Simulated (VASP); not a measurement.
# CdS (Hawleyite): single point with PBE

Crystal: CdS (Hawleyite).

```
CELL_PARAMETERS angstrom
4.12455 0.00000 0.00000
2.06228 3.57197 0.00000
2.06228 1.19066 3.36768
ATOMIC_POSITIONS crystal
Cd 0.00000 0.00000 0.00000
S 0.25000 0.25000 0.25000
```

- Program: VASP 6.6.1
- Task: single point
- Functional: PBE
- Potentials or basis: VASP PAW PBE potentials, release 64 (Cd, S)
- Cutoff: 500 eV
- k mesh: 7 × 7 × 7
- Occupations: gaussian, width 0.01 eV
- Spin: no spin polarisation

The pressure is 3.2 GPa and the band gap on the k mesh is 1.15 eV, direct.

Levels at points of the mesh, in eV from the valence-band top:
| k point | band 6 | band 7 | band 8 | band 9 | band 10 | band 11 | band 12 | band 13 |
| --- | --- | --- | --- | --- | --- | --- | --- | --- |
| (0.00, 0.00, 0.00) | -7.25 | 0.00 | 0.00 | 0.00 | 1.15 | 6.55 | 6.55 | 6.55 |

Wall time 33 s on 1 thread of Intel Xeon 8259CL (shared host), peak memory 0.17 GiB.
